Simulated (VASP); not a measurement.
Write the native input for VASP 6.6.1 that does the following.

```yaml
Task: single point
Functional: PBE
Potentials_or_basis: VASP PAW PBE potentials, release 64 (Au)
Cutoff: 520 eV
k_mesh: 20 × 20 × 20
Occupations: gaussian, width 0.15 eV
Spin: no spin polarisation
Dipole_correction: no
Further_INCAR_settings: ALGO = Fast; EDIFF = 1e-06; NBANDS = 12
```

The structure of Au lies in POSCAR:

```
Au
1.0
    0.0000000000      2.0148175000      1.9841350000
    2.0148175000      0.0000000000      1.9841350000
    2.0148175000      2.0148175000      0.0000000000
Au
1
Direct
    0.0000000000      0.0000000000      0.0000000000
```

This cell differs from its parent crystal: strain -0.015 along x and y, -0.030 along z.

The input as run:

INCAR

```
ALGO     = Fast           # electronic algorithm
EDIFF    = 1E-6           # SCF threshold, eV
ENCUT    = 520            # plane-wave cutoff, eV
GGA      = PE             # functional
ISIF     = 2              # what is computed and relaxed
ISMEAR   = 0              # smearing method
LASPH    = T              # aspherical terms in the spheres
LCHARG   = T              # write CHGCAR
LELF     = T              # ELF
LREAL    = F              # projectors in reciprocal space
LVHAR    = T            
LWAVE    = F              # write WAVECAR
NBANDS   = 12             # bands
NELM     = 100            # most SCF steps
PREC     = Accurate       # precision mode
SIGMA    = 0.15           # smearing width, eV
```

KPOINTS

```
k-points
0
Gamma
  20 20 20
```

Potentials or basis: VASP PAW PBE potentials, release 64 (Au).

The run is started by

```bash
$ cat potpaw_PBE.64/Au/POTCAR > POTCAR
$ mpirun -np 1 vasp_std > vasp.out
```

Results of the run:

| Quantity | Value |
| --- | --- |
| Pressure | 20.8 GPa |

Caveat: the cell differs from its parent crystal (strain -0.015 along x and y, -0.030 along z).

Run time: 40 s on 1 thread of Intel(R) Xeon(R) 6975P-C (Granite Rapids) (shared host), peak memory 0.24 GiB.
